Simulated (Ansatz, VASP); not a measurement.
# One calculation of Si2Mo, two programs

```
CELL_PARAMETERS angstrom
3.48569 -3.48813 0.00000
3.48569 3.48813 0.00000
0.00000 0.00000 4.75318
ATOMIC_POSITIONS crystal
Si 0.25033 0.74967 0.00000
Si 0.74967 0.25033 0.00000
Si 0.75197 0.75197 0.50000
Si 0.24803 0.24803 0.50000
Mo 0.24968 0.24968 0.00000
Mo 0.75032 0.75032 0.00000
```

Alike in both runs: functional PBE; k mesh 4 × 4 × 4; occupations gaussian, width 0.1 eV; no spin polarisation.

Ansatz relaxed the structure, and its values are those at the end. VASP's run is a single point on that final structure, the one shown.

```csv
,VASP,Ansatz
version,VASP 6.6.1,Ansatz 0.2.0
potentials or method,"VASP PAW PBE potentials, release 64 (Si, Mo_sv), cutoff 520 eV","scalar-relativistic, plane waves, PAW"
valence electrons in the cell,44,44
```

Ansatz gave:

| Quantity | Value |
| --- | --- |
| gap on the k mesh at the Fermi level (eV) | none |
| pressure (GPa) | 0.1 |
| rms of the force components (eV/Å) | 0.004 |

Q: Estimate VASP's values.

A: gap on the k mesh at the Fermi level (eV): none; pressure (GPa): 0.3; rms of the force components (eV/Å): 0.004.

A gap of «none» marks a metal or a gap that the smearing closes. The functional is the same, so the differences come from potentials, cutoffs and numerics.
